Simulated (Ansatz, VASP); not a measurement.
## One calculation of AlInAsP3, two programs

INCAR

```
SYSTEM = AlInAsP3
PREC = Accurate ; ENCUT = 500
EDIFF = 1E-7 ; ISMEAR = 0
SIGMA = 0.1 ; LREAL = .FALSE.
LASPH = .TRUE. ; NELM = 120
ALGO = Normal ; ISIF = 3
LWAVE = .FALSE. ; LCHARG = .FALSE.
GGA = PE ; IBRION = 2
NSW = 90 ; EDIFFG = -0.04
GGA_COMPAT = .FALSE. ; NELMIN = 4
```

Contents of KPOINTS:

```
Automatic mesh
0
G
  3 3 6
  0 0 0
```

The input POSCAR:

```
AlInAsP3
1.0
    6.5943140566      0.0000000000      0.0000000000
   -3.2971570283      5.7108434935      0.0000000000
    0.0000000000      0.0000000000      3.6023029950
Al In P As
1 1 3 1
Direct
    0.0000000000      0.0000000000      0.0000000000
    0.3333333333      0.6666666667      0.0000000000
    0.9835353722      0.4917676861      0.5000000000
    0.5082323139      0.4917676861      0.5000000000
    0.5082323139      0.0164646278      0.5000000000
    0.6666666667      0.3333333333      0.0000000000
```

Input for Ansatz:

```yaml
crystal:
  lattice:
    - [6.5943140566, 0.0, 0.0]
    - [-3.2971570283, 5.7108434935, 0.0]
    - [0.0, 0.0, 3.602302995]
  atoms:
    - { symbol: Al, position: [0.0, 0.0, 0.0] }
    - { symbol: In, position: [0.3333333333, 0.6666666667, 0.0] }
    - { symbol: P, position: [0.9835353722, 0.4917676861, 0.5] }
    - { symbol: P, position: [0.5082323139, 0.4917676861, 0.5] }
    - { symbol: P, position: [0.5082323139, 0.0164646278, 0.5] }
    - { symbol: As, position: [0.6666666667, 0.3333333333, 0.0] }
basis:
  ecutwfc: 420
kpoints:
  mp_grid: { grid: [3, 3, 6] }
hamiltonian:
  xc: pbe
scf:
  occupations: { method: gaussian, width: 0.1 }
  lower_state_search: "off"
output:
  forces: true
  stress: true
  eigenvalues: true
relax:
  adjacent_minimum: "off"
  f_tol: 0.04
  max_steps: 70
  cell: { stress_tol: 0.4 }
```

Change from the starting cell: species swapped into the YSiBRh3 type (P-6m2, No. 187).

Alike in both runs: task relaxation of cell and atoms; functional PBE; k mesh 3 × 3 × 6; occupations gaussian, width 0.1 eV; no spin polarisation.

|  | VASP | Ansatz |
| --- | --- | --- |
| version | VASP 6.6.1 | Ansatz 0.2.0 |
| potentials or method | VASP PAW PBE potentials, release 64 (Al, In_d, P, As), cutoff 500 eV | scalar-relativistic, plane waves, PAW |
| valence electrons in the cell | 36 | 46 |

Ansatz gave:

* gap on the k mesh at the Fermi level, each at its own relaxed structure (eV): none
* relaxed volume (Å³/atom): 22.89
* relaxed length of the cell vector where the two differ most in proportion (Å): 3.523

**Question.** Estimate VASP's values.

**Answer.** gap on the k mesh at the Fermi level, each at its own relaxed structure (eV): none; relaxed volume (Å³/atom): 22.88; relaxed length of the cell vector where the two differ most in proportion (Å): 3.522.

A gap of «none» marks a metal or a gap that the smearing closes. VASP's potentials hold 36 valence electrons a cell and Ansatz's 46, so a difference there can come from the potentials and not from the codes.

The k mesh is coarse, so the values compare programs but aren't converged.
